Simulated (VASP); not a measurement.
# BN (P1) in VASP: notebook

Runs on BN. Level: PBE. Tasks: single point.

Everything below comes from runs of VASP 6.6.1. Logs are shortened: lines on timing, memory, paths and dates and some standing lists are left out, and cuts for length are marked.

**1. The cell of the first run**

The typed cell holds 4 atoms: a = 2.563 Å, b = 2.563 Å, c = 4.439 Å, α = 73.22°, β = 73.22°, γ = 60.00°.

**2. Single point, PBE (mode 4 frozen in at -0.085 Å and mode 5 at -0.017 Å (largest displacements))**

INCAR reads:

```
  PREC = Accurate
  ENCUT = 520
  EDIFF = 1E-6
  ISMEAR = 0
  SIGMA = 0.05
  LREAL = F
  LASPH = T
  NELM = 60
  ALGO = Normal
  ISIF = 2
  LWAVE = F
  LCHARG = T
  GGA = PE
  LELF = T
  LVHAR = T
  NBANDS = 16
```

KPOINTS reads:

```
regular mesh
0
Gamma
  6 6 6
```

POSCAR reads:

```
BN
1.0
    0.0000000000     -1.8123937734     -1.8123937734
   -1.8123937734      0.0000000000     -1.8123937734
    1.8123937734      1.8123937734     -3.6247875468
B N
2 2
Direct
   -0.0006859708      0.0333850487      0.0000000000
    0.5006859708      0.4666149513      0.5000000000
    0.3742980013      0.4091651011      0.8750000000
    0.8757019987      0.8408348989      0.3750000000
```

Potentials or basis: VASP PAW PBE potentials, release 64 (B, N).

The run is started by

```console
> cat potpaw_PBE.64/B/POTCAR potpaw_PBE.64/N/POTCAR > POTCAR
> mpirun -np 1 vasp_std > vasp.out
```

OUTCAR:

```text
PREC = Accurate
   ENCUT = 520
   EDIFF = 1E-6
   ISMEAR = 0
   LREAL = F
   LASPH = T
   NELM = 60
   ISIF = 2
   GGA = PE

 ion  position               nearest neighbor table
   1  0.999  0.033  0.000-   3 1.57   3 1.57   3 1.57   4 1.58
   2  0.501  0.467  0.500-   4 1.57   4 1.57   4 1.57   3 1.58
   3  0.374  0.409  0.875-   1 1.57   1 1.57   1 1.57   2 1.58
   4  0.876  0.841  0.375-   2 1.57   2 1.57   2 1.57   1 1.58

  LATTYP: Found a trigonal (rhomboedric) cell.
 ALAT       =     4.4394399578
 COS(alpha) =     0.8333333333

  Lattice vectors:

 A1 = (   1.8123937734,   3.6247875468,  -1.8123937734)
 A2 = (   3.6247875468,   1.8123937734,  -1.8123937734)
 A3 = (   1.8123937734,   1.8123937734,  -3.6247875468)

Analysis of symmetry for initial positions (statically):
=====================================================================
 Subroutine PRICEL returns:
 Original cell was already a primitive cell.

 Routine SETGRP: Setting up the symmetry group for a
 trigonal (rhombohedral) supercell.

 Subroutine GETGRP returns: Found  1 space group operations
 (whereof  1 operations were pure point group operations)
 out of a pool of 12 trial point group operations.

The static configuration has the point symmetry C_1 .

Analysis of symmetry for dynamics (positions and initial velocities):
=====================================================================
 Subroutine PRICEL returns:
 Original cell was already a primitive cell.

 Routine SETGRP: Setting up the symmetry group for a
 trigonal (rhombohedral) supercell.

 Subroutine GETGRP returns: Found  1 space group operations
 (whereof  1 operations were pure point group operations)
 out of a pool of 12 trial point group operations.

The dynamic configuration has the point symmetry C_1 .

 Subroutine INISYM returns: Found  1 space group operations
 (whereof  1 operations are pure point group operations),
 and found     1 'primitive' translations

----------------------------------------------------------------------------------------

                                     Primitive cell

  volume of cell :      23.8132

  direct lattice vectors                    reciprocal lattice vectors
     0.000000000 -1.812393773 -1.812393773     0.137939119 -0.413817356 -0.137939119
    -1.812393773  0.000000000 -1.812393773    -0.413817356  0.137939119 -0.137939119
     1.812393773  1.812393773 -3.624787547     0.137939119  0.137939119 -0.137939119

  length of vectors
     2.563111855  2.563111855  4.439439958     0.457492301  0.457492301  0.238917562

  position of ions in fractional coordinates (direct lattice)
     0.999314029  0.033385049  0.000000000
     0.500685971  0.466614951  0.500000000
     0.374298001  0.409165101  0.875000000
     0.875701999  0.840834899  0.375000000

  ion indices of the primitive-cell ions
   primitive index   ion index
                 1           1
                 2           2
                 3           3
                 4           4

----------------------------------------------------------------------------------------

 KPOINTS: regular mesh

Automatic generation of k-mesh.
 Grid dimensions read from file:
 generate k-points for:    6    6    6

 Generating k-lattice:

  Cartesian coordinates                     Fractional coordinates (reciprocal lattice)
     0.022989853 -0.068969559 -0.022989853     0.166666667  0.000000000 -0.000000000
    -0.068969559  0.022989853 -0.022989853     0.000000000  0.166666667 -0.000000000
     0.022989853  0.022989853 -0.022989853     0.000000000  0.000000000  0.166666667

  Length of vectors
     0.076248717  0.076248717  0.039819594

  Shift w.r.t. Gamma in fractional coordinates (k-lattice)
     0.000000000  0.000000000  0.000000000

 Subroutine IBZKPT returns following result:
 ===========================================

 Found    112 irreducible k-points:

 Following reciprocal coordinates:
            Coordinates               Weight
  0.000000  0.000000  0.000000      1.000000
  0.166667  0.000000  0.000000      2.000000
  0.000000  0.166667  0.000000      2.000000
 -0.166667 -0.166667 -0.166667      2.000000
  0.333333  0.000000 -0.000000      2.000000
  0.000000  0.333333 -0.000000      2.000000
[... 16 lines left out ...]
 -0.166667  0.500000 -0.000000      2.000000
 -0.333333  0.500000  0.500000      2.000000
 [... further k-points ...]
   k-points           NKPTS =    112   k-points in BZ     NKDIM =    112   number of bands    NBANDS=     16
   number of dos      NEDOS =    301   number of ions     NIONS =      4
   total plane-waves  NPLWV =  14400
   dimension x,y,z NGX =    20 NGY =   20 NGZ =   36
   dimension x,y,z NGXF=    40 NGYF=   40 NGZF=   72
   ions per type =               2   2
   NGX,Y,Z   is equivalent  to a cutoff of  12.97, 12.97, 13.48 a.u.
   NGXF,Y,Z  is equivalent  to a cutoff of  25.94, 25.94, 26.96 a.u.
 SYSTEM =  unknown system
   PREC   = accura    normal or accurate (medium, high low for compatibility)
   ISTART =      0    job   : 0-new  1-cont  2-samecut
   ICHARG =      2    charge: 1-file 2-atom 10-const
   ISPIN  =      1    spin polarized calculation?
   LNONCOLLINEAR =      F non collinear calculations
   LSORBIT =      F    spin-orbit coupling
   LASPH  =      T    aspherical Exc in radial PAW
   ENCUT  =  520.0 eV  38.22 Ry    6.18 a.u.   4.77  4.77  8.25*2*pi/ulx,y,z
   NELM   =     60;   NELMIN=  2; NELMDL= -5     # of ELM steps
   EDIFF  = 0.1E-05   stopping-criterion for ELM
   LREAL  =      F    real-space projection
   EDIFFG = 0.1E-04   stopping-criterion for IOM
   NSW    =      0    number of steps for IOM
   IBRION =     -1    ionic relax: 0-MD 1-quasi-New 2-CG
   NFREE  =      0    steps in history (QN), initial steepest desc. (CG)
   ISIF   =      2    stress and relaxation
   ISYM   =      2    0-nonsym 1-usesym 2-fastsym
   POTIM  = 0.5000    time-step for ionic-motion
   TEBEG  =    0.0;   TEEND  =   0.0 temperature during run
   PSTRESS=    0.0 pullay stress
   NELECT =      16.0000    total number of electrons
   NUPDOWN=      -1.0000    fix difference up-down
   EMIN   =  10.00;   EMAX   =-10.00  energy-range for DOS
   EFERMI =   0.00;   METHOD = LEGACY
   ISMEAR =     0;   SIGMA  =   0.05  broadening in eV -4-tet -1-fermi 0-gaus
   EFERMI_NEDOS =   21; number of points for ismear=-14 and -15
   IALGO  =     38    algorithm
   IMIX   =      4    mixing-type and parameters
     AMIX     =   0.40;   BMIX     =  1.00
     AMIX_MAG =   1.60;   BMIX_MAG =  1.00
  volume/ion in A,a.u.               =       5.95        40.17
  Fermi-wavevector in a.u.,A,eV,Ry     =   1.433867  2.709616 27.973240  2.055975
  Thomas-Fermi vector in A             =   2.553338
   LORBIT       =      0    0 simple, 1 ext, 2 COOP (PROOUT), +10 PAW based schemes
   GGA     = PE    functional components
   LHFCALC =     F    Hartree Fock is set to
   AEXX    =    0.0000 exact exchange contribution
   IVDW    =     0    specifies the selected vdW correction
   LEPSILON=     F    determine dielectric tensor
   LRPA    =     F    only Hartree local field effects (RPA)
 non-spin polarized calculation
 Gauss-broadening in eV      SIGMA  =   0.05
  energy-cutoff  :      520.00
  volume of cell :       23.81
 maximum number of plane-waves:       663
   NGX =  9   NGY =  9   NGZ = 17

 number of electron      16.0000002 magnetization

 Free energy of the ion-electron system (eV)
  ---------------------------------------------------
  ext. energy  EPLUGINS =         0.00000000
  ---------------------------------------------------
  free energy    TOTEN  =       -34.74169954 eV

  energy without entropy =      -34.74169954  energy(sigma->0) =      -34.74169954

 E-fermi :   7.7017     XC(G=0): -12.7905

 val. band max:        7.4051559296   @ k =   0.0000   0.0000   0.0000
 cond. band min:      11.7253119977   @ k =   0.0000   0.5000   0.5000
 fundamental gap:      4.3201560682
 Fermi energy:         7.7016600794

 k-point     1 :       0.0000    0.0000    0.0000
  band No.  band energies     occupation
      1     -12.8271      2.00000
      2      -8.6363      2.00000
      3      -3.2854      2.00000
      4       5.4160      2.00000
      5       5.4413      2.00000
      6       7.2192      2.00000
[... 8 lines left out ...]
     15      18.2268      0.00000
     16      22.5824      0.00000

 k-point     2 :       0.1667    0.0000    0.0000
  band No.  band energies     occupation
      1     -12.2153      2.00000
      2      -8.2756      2.00000
      3      -2.5948      2.00000
      4       3.2292      2.00000
      5       4.7586      2.00000
      6       5.0309      2.00000
[... 8 lines left out ...]
     15      19.8544      0.00000
     16      22.8959      0.00000

 k-point     3 :       0.0000    0.1667    0.0000
  band No.  band energies     occupation
      1     -12.2161      2.00000
      2      -8.2717      2.00000
      3      -2.5995      2.00000
      4       3.2244      2.00000
      5       4.7774      2.00000
      6       5.0052      2.00000
[... 8 lines left out ...]
     15      19.6461      0.00000
     16      22.8327      0.00000

 k-point     4 :      -0.1667   -0.1667   -0.1667
  band No.  band energies     occupation
      1     -12.2161      2.00000
      2      -8.2719      2.00000
      3      -2.5994      2.00000
      4       3.2246      2.00000
      5       4.7764      2.00000
      6       5.0064      2.00000
[... 8 lines left out ...]
     15      19.6576      0.00000
     16      22.8354      0.00000
[... 324 lines left out ...]
 k-point    22 :      -0.1667    0.3333   -0.1667
  band No.  band energies     occupation
      1      -8.8621      2.00000
      2      -7.4550      2.00000
      3      -1.6239      2.00000
      4      -0.1351      2.00000
      5       1.2753      2.00000
      6       1.9620      2.00000
[... 8 lines left out ...]
     15      22.6428      0.00000
     16      23.6095      0.00000

 k-point    23 :      -0.1667    0.5000   -0.0000
  band No.  band energies     occupation
      1      -8.8606      2.00000
      2      -7.4561      2.00000
      3      -1.6316      2.00000
      4      -0.1413      2.00000
      5       1.2989      2.00000
      6       1.9772      2.00000
[... 8 lines left out ...]
     15      22.9040      0.00000
     16      23.5968      0.00000

 k-point    24 :      -0.3333    0.5000    0.5000
  band No.  band energies     occupation
      1      -8.8594      2.00000
      2      -7.4583      2.00000
      3      -1.6299      2.00000
      4      -0.1396      2.00000
      5       1.3001      2.00000
      6       1.9724      2.00000
[... 8 lines left out ...]
     15      22.9129      0.00000
     16      23.5971      0.00000

 [... further k-points ...]
[... 5 lines left out ...]
  --------------------------------------------------------------------------------------
  -------------------------------------------------------------------------------------
  Total       -0.1380798      0.2521373     -0.1223498      0.0486542     -0.0457745     -0.1177457
  in kB       -9.2901581     16.9640654     -8.2318276      3.2735092     -3.0797570     -7.9220541
  external PRESSURE =      -0.1859734 kB  Pullay stress =       0.0000000 kB

 VOLUME and BASIS-vectors are now :
 -----------------------------------------------------------------------------
  energy-cutoff  :      520.00
  volume of cell :       23.81
      direct lattice vectors                 reciprocal lattice vectors
     0.000000000 -1.812393773 -1.812393773     0.137939119 -0.413817356 -0.137939119
    -1.812393773  0.000000000 -1.812393773    -0.413817356  0.137939119 -0.137939119
     1.812393773  1.812393773 -3.624787547     0.137939119  0.137939119 -0.137939119

 POSITION                                       TOTAL-FORCE (eV/Angst)
 -----------------------------------------------------------------------------------
     -0.06051     -1.81115     -1.87166         0.550138      0.000593      0.545504
      0.06051     -0.00124     -3.56552        -0.557446      0.023460     -0.539527
      0.84428      0.90747     -4.59163         0.750172     -0.027575      0.728534
     -0.84428     -0.90747     -4.47034        -0.742863      0.003522     -0.734511
 -----------------------------------------------------------------------------------
    total drift:                               -0.000010     -0.000047      0.000037

  FREE ENERGIE OF THE ION-ELECTRON SYSTEM (eV)
  ---------------------------------------------------
  free  energy   TOTEN  =       -34.7416995377 eV

  energy  without entropy=      -34.7416995377  energy(sigma->0) =      -34.74169954
```

Wall time 21 s (1 thread of AMD EPYC 9R45 (Zen 5), shared host); peak memory 0.13 GiB.

Results:

| Quantity | Value |
| --- | --- |
| Free energy | -34.7417 eV |
| Pressure | 0.0 GPa |
| Largest force | 1.046 eV/Å |
| Band gap on the k mesh | 4.32 eV, indirect (least direct gap 6.27 eV) |

Forces on the atoms (eV/Å):
```
B    0.550  0.001  0.546
B   -0.557  0.023 -0.540
N    0.750 -0.028  0.729
N   -0.743  0.004 -0.735
```

Caveat: the k points lie up to 0.48 Å⁻¹ apart; the cell differs from its parent crystal (mode 4 frozen in at -0.085 Å and mode 5 at -0.017 Å (largest displacements)); forces of over 1 eV/Å act on the atoms, so gaps and moduli don't describe the material at rest. A k mesh can miss the band edges.

**3. Single point, PBE (mode 4 frozen in at -0.068 Å and mode 5 at +0.051 Å (largest displacements))**

INCAR reads:

```
PREC = Accurate ; ENCUT = 520
EDIFF = 1E-6 ; ISMEAR = 0
SIGMA = 0.05 ; LREAL = False
LASPH = True ; NELM = 100
ALGO = Normal ; ISIF = 2
LWAVE = False ; LCHARG = True
GGA = PE ; LELF = True
LVHAR = True ; NBANDS = 16
```

KPOINTS is that of step 2.

POSCAR reads:

```
BN
1.0
    0.0000000000     -1.8123937734     -1.8123937734
   -1.8123937734      0.0000000000     -1.8123937734
    1.8123937734      1.8123937734     -3.6247875468
B N
2 2
Direct
   -0.0283300608      0.0353353297      0.0000000000
    0.5283300608      0.4646646703      0.5000000000
    0.3460079983      0.4111609510      0.8750000000
    0.9039920017      0.8388390490      0.3750000000
```

Potentials or basis: VASP PAW PBE potentials, release 64 (B, N).

The run is started by

```console
> cat potpaw_PBE.64/B/POTCAR potpaw_PBE.64/N/POTCAR > POTCAR
> mpirun -np 1 vasp_std > vasp.out
```

Wall time 19 s (1 thread of Intel Xeon 6975P-C (Granite Rapids), shared host); peak memory 0.15 GiB.

Results (log left out):

```
Free energy            : -34.7477 eV
Pressure               : 0.0 GPa
Largest force          : 1.031 eV/Å
Band gap on the k mesh : 4.32 eV, indirect (least direct gap 6.27 eV)
```

Forces on the atoms (eV/Å):
```
B    0.580 -0.470  0.106
B   -0.592  0.471 -0.128
N    0.794 -0.636  0.169
N   -0.782  0.635 -0.148
```

Stress tensor (GPa, compression positive):
```
-1.30  0.74 -0.41
 0.74 -0.26 -0.22
-0.41 -0.22  1.52
```

Levels at points of the mesh, in eV from the valence-band top:
```
           k point  band 4  band 5  band 6  band 7  band 8  band 9  band 10  band 11  band 12  band 13
(0.00, 0.00, 0.00)   -1.99   -1.96   -0.18   -0.12    0.00    8.48     8.66     8.73     9.83    10.15
(0.50, 0.00, 0.00)   -8.71   -5.37   -4.93   -3.69   -3.66    7.24     7.49    11.93    13.30    13.67
(0.00, 0.50, 0.00)   -8.70   -5.39   -4.82   -3.72   -3.68    7.18     7.51    11.88    13.35    13.90
(0.50, 0.50, 0.50)   -8.76   -5.27   -5.16   -3.64   -3.63    7.36     7.41    12.29    12.64    14.01
(0.50, 0.50, 0.00)   -8.95   -4.96   -4.88   -2.13   -1.91    4.37     9.20     9.77    10.50    10.58
(0.00, 0.50, 0.50)   -8.96   -4.94   -4.90   -2.04   -1.95    4.32     8.87     9.86    10.56    10.69
(0.50, 0.00, 0.50)   -8.96   -4.93   -4.91   -2.07   -1.93    4.34     8.98     9.83    10.49    10.70
(0.00, 0.00, 0.50)   -5.50   -1.36   -1.36   -1.04   -1.04    8.94     9.07     9.86    10.17    10.76
```

Caveat: the k points lie up to 0.48 Å⁻¹ apart; the cell differs from its parent crystal (mode 4 frozen in at -0.068 Å and mode 5 at +0.051 Å (largest displacements)); forces of over 1 eV/Å act on the atoms, so gaps and moduli don't describe the material at rest.

**4. Single point, PBE (mode 4 frozen in at -0.068 Å and mode 5 at +0.068 Å (largest displacements))**

INCAR reads:

```
SYSTEM = BN
  PREC = Accurate
  ENCUT = 520
  EDIFF = 1E-6
  ISMEAR = 0
  SIGMA = 0.05
  LREAL = .FALSE.
  LASPH = .TRUE.
  NELM = 100
  ALGO = Normal
  ISIF = 2
  LWAVE = .FALSE.
  LCHARG = .FALSE.
  GGA = PE
  NBANDS = 16
```

KPOINTS reads:

```
regular mesh
0
G
  6 6 6
  0 0 0
```

POSCAR reads:

```
BN
1.0
    0.0000000000     -1.8123937734     -1.8123937734
   -1.8123937734      0.0000000000     -1.8123937734
    1.8123937734      1.8123937734     -3.6247875468
B N
2 2
Direct
   -0.0356409250      0.0376056694      0.0000000000
    0.5356409250      0.4623943306      0.5000000000
    0.3385263133      0.4134843379      0.8750000000
    0.9114736867      0.8365156621      0.3750000000
```

The run is started by

```console
> cat potpaw_PBE.64/B/POTCAR potpaw_PBE.64/N/POTCAR > POTCAR
> mpirun -np 1 vasp_std > vasp.out
```

It took 17 s on 1 thread of Intel Xeon 6975P-C (Granite Rapids), shared host; peak memory 0.15 GiB.

Results (log left out):

```yaml
Free_energy: -34.7056 eV
Pressure: -0.1 GPa
Largest_force: 1.163 eV/Å
Band_gap_on_the_k_mesh: 4.29 eV, indirect (least direct gap 6.24 eV)
```

Forces in eV/Å, atoms in the order of the input:
```
B    0.617 -0.593  0.018
B   -0.627  0.587 -0.047
N    0.847 -0.796  0.059
N   -0.836  0.802 -0.030
```

Stress tensor (GPa, compression positive):
```
-1.29  0.99 -0.44
 0.99 -0.95 -0.38
-0.44 -0.38  2.03
```

Levels at points of the mesh, in eV from the valence-band top:
```
           k point  band 6  band 7  band 8  band 9  band 10  band 11
(0.00, 0.00, 0.00)   -0.23   -0.16    0.00    8.41     8.61     8.72
(0.50, 0.00, 0.00)   -4.85   -3.73   -3.69    7.15     7.47    11.73
(0.00, 0.50, 0.00)   -4.82   -3.73   -3.69    7.13     7.48    11.72
(0.50, 0.50, 0.50)   -5.23   -3.64   -3.64    7.34     7.36    12.28
(0.50, 0.50, 0.00)   -4.88   -2.19   -1.91    4.35     9.22     9.69
(0.00, 0.50, 0.50)   -4.92   -2.08   -1.95    4.29     8.83     9.80
(0.50, 0.00, 0.50)   -4.92   -2.10   -1.95    4.30     8.87     9.79
(0.00, 0.00, 0.50)   -1.40   -1.04   -1.04    8.86     8.90     9.93
```

Caveat: the k points lie up to 0.48 Å⁻¹ apart; the cell differs from its parent crystal (mode 4 frozen in at -0.068 Å and mode 5 at +0.068 Å (largest displacements)); forces of over 1 eV/Å act on the atoms, so gaps and moduli don't describe the material at rest.
